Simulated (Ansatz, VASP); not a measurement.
**Two plane-wave programs on CdS**

```
Cd S
1.0
     0.00000    2.72678    2.72678
     2.72678    0.00000    2.72678
     2.72678    2.72678    0.00000
Cd S
1 1
Direct
  0.00000 0.00000 0.00000
  0.50000 0.50000 0.50000
```

Alike in both runs: task single point; functional PBE; k mesh 8 × 8 × 8; no spin polarisation.

|  | VASP | Ansatz |
| --- | --- | --- |
| version | VASP 6.6.1 | Ansatz 0.2.0 |
| potentials or method | VASP PAW PBE potentials, release 64 (Cd, S) | plane waves, PAW |
| plane-wave cutoff (eV) | 520 | 420 |
| occupations | gaussian, width 0.01 eV | fixed |
| valence electrons in the cell | 18 | 26 |

Ansatz gave:

- gap on the k mesh at the Fermi level (eV): 0.26
- pressure (GPa): 1.7

Task: What did VASP give for the same quantities?

Result: gap on the k mesh at the Fermi level (eV): 0.25; pressure (GPa): 2.1.

VASP's potentials hold 18 valence electrons a cell and Ansatz's 26, so a difference there can come from the potentials and not from the codes.
